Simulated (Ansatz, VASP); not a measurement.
This is a calculation of Sc3Te for VASP 6.6.1.

File INCAR:

```
PREC     = Accurate       # precision mode
ENCUT    = 520            # plane-wave cutoff, eV
EDIFF    = 1E-6           # SCF threshold, eV
ISMEAR   = -1             # smearing method
SIGMA    = 0.05           # smearing width, eV
LREAL    = False          # projectors in reciprocal space
LASPH    = True           # aspherical terms in the spheres
NELM     = 100            # most SCF steps
ALGO     = Fast           # electronic algorithm
ISIF     = 2              # what is computed and relaxed
LWAVE    = False          # write WAVECAR
LCHARG   = False          # write CHGCAR
GGA      = PE             # functional
NBANDS   = 49             # bands
```

File KPOINTS:

```
regular mesh
0
Gamma
  5 5 5
```

Contents of POSCAR:

```
Sc3Te
1.0
    6.2757206219      0.0000000000      0.0000000000
   -3.1378603110      5.4349334856      0.0000000000
    0.0000000000      0.0000000000      5.0353766649
Te Sc
2 6
Direct
    0.3333333333      0.6666666667      0.7500000000
    0.6666666667      0.3333333333      0.2500000000
    0.1671465050      0.3342930100      0.2500000000
    0.1671465050      0.8328534950      0.2500000000
    0.6657069900      0.8328534950      0.2500000000
    0.8328534950      0.6657069900      0.7500000000
    0.8328534950      0.1671465050      0.7500000000
    0.3342930100      0.1671465050      0.7500000000
```

Potentials or basis: VASP PAW PBE potentials, release 64 (Te, Sc_sv).

Command:

```sh
$ cat potpaw_PBE.64/Te/POTCAR potpaw_PBE.64/Sc_sv/POTCAR > POTCAR
$ mpirun -np 1 vasp_std > vasp.out
```

Problem. Translate it to Ansatz 0.2.0. Potentials there: Ansatz PAW.

Solution. As run (the cutoff follows the program's own potentials):

input.yaml

```yaml
crystal:
  lattice:
    - [6.2757206219, 0.0, 0.0]
    - [-3.137860311, 5.4349334856, 0.0]
    - [0.0, 0.0, 5.0353766649]
  atoms:
    - { symbol: Te, position: [0.3333333333, 0.6666666667, 0.75] }
    - { symbol: Te, position: [0.6666666667, 0.3333333333, 0.25] }
    - { symbol: Sc, position: [0.167146505, 0.33429301, 0.25] }
    - { symbol: Sc, position: [0.167146505, 0.832853495, 0.25] }
    - { symbol: Sc, position: [0.66570699, 0.832853495, 0.25] }
    - { symbol: Sc, position: [0.832853495, 0.66570699, 0.75] }
    - { symbol: Sc, position: [0.832853495, 0.167146505, 0.75] }
    - { symbol: Sc, position: [0.33429301, 0.167146505, 0.75] }
hamiltonian:
  xc: pbe
  pseudopotentials: { kind: paw }
kpoints:
  mp_grid: { grid: [5, 5, 5] }
scf:
  occupations: { method: fermi_dirac, width: 0.05 }
output:
  forces: true
  stress: true
  eigenvalues: true
```

Potentials or basis: Ansatz PAW.

The run is started by

```bash
$ ansatz run input.yaml --threads 4 --pin off --max-ram 10240MiB --backend cpu --events-out ev --progress --plain --runs-dir out
```

Both were run:

|  | VASP | Ansatz | Ansatz less VASP |
| --- | --- | --- | --- |
| gap on the k mesh at the Fermi level (eV) | none | none | - |
| pressure (GPa) | 3.1 | 3.0 | -0.11 |
| traceless stress, the component that is largest in VASP (GPa) | -0.06 | -0.06 | 0.000 |
| rms of the force components (eV/Å) | 0.008 | 0.005 | -0.0027 |

Atom by atom the forces differ by 0.003 eV/Å (rms over components). A gap of «none» marks a metal or a gap that the smearing closes. With one functional, cell and mesh, what is left measures potentials, basis and numerics. VASP's potentials hold 78 valence electrons a cell and Ansatz's 98, so a difference there can come from the potentials and not from the codes.

Spin-orbit coupling is off throughout.
